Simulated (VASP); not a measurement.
# MoS2 (R3m) in VASP: notebook, part 2 of 2

VASP 6.6.1. Earlier steps stand in the parts before.

## (3) Single point, PBE+D3(BJ)

This run uses another cell than the first one, of the same volume but with other edges.

INCAR reads:

```
PREC     = Accurate       # precision mode
ENCUT    = 520            # plane-wave cutoff, eV
EDIFF    = 1E-7           # SCF threshold, eV
ISMEAR   = 0              # smearing method
SIGMA    = 0.05           # smearing width, eV
LREAL    = F              # projectors in reciprocal space
LASPH    = T              # aspherical terms in the spheres
NELM     = 100            # most SCF steps
ALGO     = Normal         # electronic algorithm
ISIF     = 2              # what is computed and relaxed
LWAVE    = F              # write WAVECAR
LCHARG   = F              # write CHGCAR
GGA      = PE             # functional
IVDW     = 12             # dispersion correction
NBANDS   = 20             # bands
```

KPOINTS reads:

```
regular mesh
0
Gamma
  12 12 12
```

POSCAR reads:

```
MoS2
1.0
    1.4444609302      0.8339599069      7.1427032326
   -1.4444609302      0.8339599069      7.1427032326
    0.0000000000     -1.6679198138      7.1427032326
Mo S
1 2
Direct
    0.0000172715      0.0000172715      0.0000172715
    0.7535591261      0.7535591261      0.7535591261
    0.5797236023      0.5797236023      0.5797236023
```

Potentials or basis: VASP PAW PBE potentials, release 64 (Mo_sv, S).

Started as:

```
> cat potpaw_PBE.64/Mo_sv/POTCAR potpaw_PBE.64/S/POTCAR > POTCAR
> mpirun -np 1 vasp_std > vasp.out
```

OUTCAR:

```text
PREC = Accurate
   ENCUT = 520
   EDIFF = 1E-7
   ISMEAR = 0
   LREAL = F
   LASPH = T
   NELM = 100
   ISIF = 2
   GGA = PE
   IVDW = 12
 IVDW          = 12

 ion  position               nearest neighbor table
   1  0.000  0.000  0.000-   2 2.50   2 2.50   2 2.50   3 2.50   3 2.50   3 2.50
   2  0.754  0.754  0.754-   1 2.50   1 2.50   1 2.50
   3  0.580  0.580  0.580-   1 2.50   1 2.50   1 2.50

  LATTYP: Found a trigonal (rhomboedric) cell.
 ALAT       =     7.3348596424
 COS(alpha) =     0.9224363962

  Lattice vectors:

 A1 = (   1.4444609302,   0.8339599069,   7.1427032326)
 A2 = (  -1.4444609302,   0.8339599069,   7.1427032326)
 A3 = (   0.0000000000,  -1.6679198138,   7.1427032326)

Analysis of symmetry for initial positions (statically):
=====================================================================
 Subroutine PRICEL returns:
 Original cell was already a primitive cell.

 Routine SETGRP: Setting up the symmetry group for a
 trigonal (rhombohedral) supercell.

 Subroutine GETGRP returns: Found  6 space group operations
 (whereof  6 operations were pure point group operations)
 out of a pool of 12 trial point group operations.

The static configuration has the point symmetry C_3v.

Analysis of symmetry for dynamics (positions and initial velocities):
=====================================================================
 Subroutine PRICEL returns:
 Original cell was already a primitive cell.

 Routine SETGRP: Setting up the symmetry group for a
 trigonal (rhombohedral) supercell.

 Subroutine GETGRP returns: Found  6 space group operations
 (whereof  6 operations were pure point group operations)
 out of a pool of 12 trial point group operations.

The dynamic configuration has the point symmetry C_3v.

 Subroutine INISYM returns: Found  6 space group operations
 (whereof  6 operations are pure point group operations),
 and found     1 'primitive' translations

----------------------------------------------------------------------------------------

                                     Primitive cell

  volume of cell :      51.6256

  direct lattice vectors                    reciprocal lattice vectors
     1.444460930  0.833959907  7.142703233     0.346149895  0.199849735  0.046667672
    -1.444460930  0.833959907  7.142703233    -0.346149895  0.199849735  0.046667672
     0.000000000 -1.667919814  7.142703233     0.000000000 -0.399699471  0.046667672

  length of vectors
     7.334859642  7.334859642  7.334859642     0.402414635  0.402414635  0.402414635

  position of ions in fractional coordinates (direct lattice)
     0.000017271  0.000017271  0.000017271
     0.753559126  0.753559126  0.753559126
     0.579723602  0.579723602  0.579723602

  ion indices of the primitive-cell ions
   primitive index   ion index
                 1           1
                 2           2
                 3           3

----------------------------------------------------------------------------------------

 KPOINTS: regular mesh

Automatic generation of k-mesh.
 Grid dimensions read from file:
 generate k-points for:   12   12   12

 Generating k-lattice:

  Cartesian coordinates                     Fractional coordinates (reciprocal lattice)
     0.028845825  0.016654145  0.003888973     0.083333333 -0.000000000 -0.000000000
    -0.028845825  0.016654145  0.003888973    -0.000000000  0.083333333 -0.000000000
     0.000000000 -0.033308289  0.003888973    -0.000000000 -0.000000000  0.083333333

  Length of vectors
     0.033534553  0.033534553  0.033534553

  Shift w.r.t. Gamma in fractional coordinates (k-lattice)
     0.000000000  0.000000000  0.000000000

 Subroutine IBZKPT returns following result:
 ===========================================

 Found    189 irreducible k-points:

 Following reciprocal coordinates:
            Coordinates               Weight
  0.000000  0.000000  0.000000      1.000000
  0.083333 -0.000000  0.000000      6.000000
  0.166667  0.000000 -0.000000      6.000000
  0.250000 -0.000000  0.000000      6.000000
  0.333333  0.000000 -0.000000      6.000000
  0.416667 -0.000000  0.000000      6.000000
[... 16 lines left out ...]
  0.500000  0.166667 -0.000000     12.000000
 -0.416667  0.166667 -0.000000     12.000000
 [... further k-points ...]
   k-points           NKPTS =    189   k-points in BZ     NKDIM =    189   number of bands    NBANDS=     20
   number of dos      NEDOS =    301   number of ions     NIONS =      3
   total plane-waves  NPLWV = 175616
   dimension x,y,z NGX =    56 NGY =   56 NGZ =   56
   dimension x,y,z NGXF=   112 NGYF=  112 NGZF=  112
   ions per type =               1   2
   NGX,Y,Z   is equivalent  to a cutoff of  12.69, 12.69, 12.69 a.u.
   NGXF,Y,Z  is equivalent  to a cutoff of  25.39, 25.39, 25.39 a.u.
 SYSTEM =  unknown system
   PREC   = accura    normal or accurate (medium, high low for compatibility)
   ISTART =      0    job   : 0-new  1-cont  2-samecut
   ICHARG =      2    charge: 1-file 2-atom 10-const
   ISPIN  =      1    spin polarized calculation?
   LNONCOLLINEAR =      F non collinear calculations
   LSORBIT =      F    spin-orbit coupling
   LASPH  =      T    aspherical Exc in radial PAW
   ENCUT  =  520.0 eV  38.22 Ry    6.18 a.u.  13.64 13.64 13.64*2*pi/ulx,y,z
   NELM   =    100;   NELMIN=  2; NELMDL= -5     # of ELM steps
   EDIFF  = 0.1E-06   stopping-criterion for ELM
   LREAL  =      F    real-space projection
   EDIFFG = 0.1E-05   stopping-criterion for IOM
   NSW    =      0    number of steps for IOM
   IBRION =     -1    ionic relax: 0-MD 1-quasi-New 2-CG
   NFREE  =      0    steps in history (QN), initial steepest desc. (CG)
   ISIF   =      2    stress and relaxation
   ISYM   =      2    0-nonsym 1-usesym 2-fastsym
   POTIM  = 0.5000    time-step for ionic-motion
   TEBEG  =    0.0;   TEEND  =   0.0 temperature during run
   PSTRESS=    0.0 pullay stress
   NELECT =      26.0000    total number of electrons
   NUPDOWN=      -1.0000    fix difference up-down
   EMIN   =  10.00;   EMAX   =-10.00  energy-range for DOS
   EFERMI =   0.00;   METHOD = LEGACY
   ISMEAR =     0;   SIGMA  =   0.05  broadening in eV -4-tet -1-fermi 0-gaus
   EFERMI_NEDOS =   21; number of points for ismear=-14 and -15
   IALGO  =     38    algorithm
   IMIX   =      4    mixing-type and parameters
     AMIX     =   0.40;   BMIX     =  1.00
     AMIX_MAG =   1.60;   BMIX_MAG =  1.00
  volume/ion in A,a.u.               =      17.21       116.13
  Fermi-wavevector in a.u.,A,eV,Ry     =   1.302500  2.461368 23.082362  1.696506
  Thomas-Fermi vector in A             =   2.433564
   LORBIT       =      0    0 simple, 1 ext, 2 COOP (PROOUT), +10 PAW based schemes
   GGA     = PE    functional components
   LHFCALC =     F    Hartree Fock is set to
   AEXX    =    0.0000 exact exchange contribution
   IVDW    =    12    specifies the selected vdW correction
   LEPSILON=     F    determine dielectric tensor
   LRPA    =     F    only Hartree local field effects (RPA)
 non-spin polarized calculation
 Gauss-broadening in eV      SIGMA  =   0.05
  energy-cutoff  :      520.00
  volume of cell :       51.63
 maximum number of plane-waves:      1425
   NGX = 27   NGY = 27   NGZ = 27

 number of electron      25.9999999 magnetization

 Free energy of the ion-electron system (eV)
  ---------------------------------------------------
  ext. energy  EPLUGINS =         0.00000000
  ---------------------------------------------------
  free energy    TOTEN  =       -20.31899171 eV

  energy without entropy =      -20.31863221  energy(sigma->0) =      -20.31881196

 E-fermi :   7.8098     XC(G=0): -11.0077

 val. band max:        7.7555513969   @ k =   0.5000   0.5000   0.5000
 cond. band min:       7.8333592323   @ k =  -0.1667   0.1667   0.0000
 fundamental gap:      0.0778078354
 Fermi energy:         7.8098068029

 k-point     1 :       0.0000    0.0000    0.0000
  band No.  band energies     occupation
      1     -53.3569      2.00000
      2     -27.6108      2.00000
      3     -26.9576      2.00000
      4     -26.9576      2.00000
      5      -7.4008      2.00000
      6      -6.4846      2.00000
[... 12 lines left out ...]
     19      16.2282      0.00000
[... 513 lines left out ...]
      4     -27.2944      2.00000
      5      -4.3172      2.00000
      6      -4.0952      2.00000
[... 12 lines left out ...]
     19      16.3809      0.00000
     20      16.9263      0.00000

 [... further k-points ...]

------------------------ aborting loop because EDIFF is reached ----------------------------------------

 Edisp (eV)   -1.32426

 E8    (eV) :    -0.5358

  FORCE on cell =-STRESS in cart. coord.  units (eV):
  Direction    XX          YY          ZZ          XY          YZ          ZX
  --------------------------------------------------------------------------------------
  -------------------------------------------------------------------------------------
  Total       5.40193     5.40193   -11.37555    -0.00000     0.00000     0.00000
  in kB     167.64672   167.64672  -353.03517    -0.00000     0.00000     0.00000
  external pressure =       -5.91 kB  Pullay stress =        0.00 kB

 VOLUME and BASIS-vectors are now :
 -----------------------------------------------------------------------------
  energy-cutoff  :      520.00
  volume of cell :       51.63
      direct lattice vectors                 reciprocal lattice vectors
     1.444460930  0.833959907  7.142703233     0.346149895  0.199849735  0.046667672
    -1.444460930  0.833959907  7.142703233    -0.346149895  0.199849735  0.046667672
     0.000000000 -1.667919814  7.142703233     0.000000000 -0.399699471  0.046667672

 POSITION                                       TOTAL-FORCE (eV/Angst)
 -----------------------------------------------------------------------------------
      0.00000      0.00000      0.00037         0.000000     -0.000000     -0.008478
      0.00000      0.00000     16.14735         0.000000      0.000000     -2.825764
      0.00000      0.00000     12.42238         0.000000      0.000000      2.834242
 -----------------------------------------------------------------------------------
    total drift:                                0.000000     -0.000000      0.000062

  FREE ENERGIE OF THE ION-ELECTRON SYSTEM (eV)
  ---------------------------------------------------
  free  energy   TOTEN  =       -21.6432509372 eV

  energy  without entropy=      -21.6428914352  energy(sigma->0) =      -21.64307119
```

Wall time 13 min (1 thread of Intel Xeon Platinum 8488C (Sapphire Rapids), shared host); peak memory 0.5 GiB.

Results:

```
Free energy                : -21.6433 eV
Pressure                   : -0.6 GPa
Largest force              : 2.834 eV/Å
Band gap on the k mesh     : 0.08 eV (least direct gap 0.72 eV)
Dispersion energy per atom : -0.441 eV
```

Forces in eV/Å, atoms in the order of the input:
```
Mo   0.000  0.000 -0.008
S    0.000  0.000 -2.826
S    0.000  0.000  2.834
```

Levels at points of the mesh, in eV from the valence-band top:
```tsv
k point	band 11	band 12	band 13	band 14	band 15	band 16
(0.00, 0.00, 0.00)	-1.53	-0.01	-0.01	2.92	2.92	3.16
(0.50, 0.00, 0.00)	-2.19	-1.59	-0.02	2.01	3.10	3.34
(0.50, 0.50, 0.00)	-2.16	-1.34	-0.12	2.20	2.77	3.34
(0.50, 0.50, 0.50)	-1.54	0.00	0.00	2.87	2.87	3.20
```

Caveat: the stress differs along the axes, from -35 to 17 GPa; forces of over 1 eV/Å act on the atoms, so gaps and moduli don't describe the material at rest. A k mesh can miss the band edges.
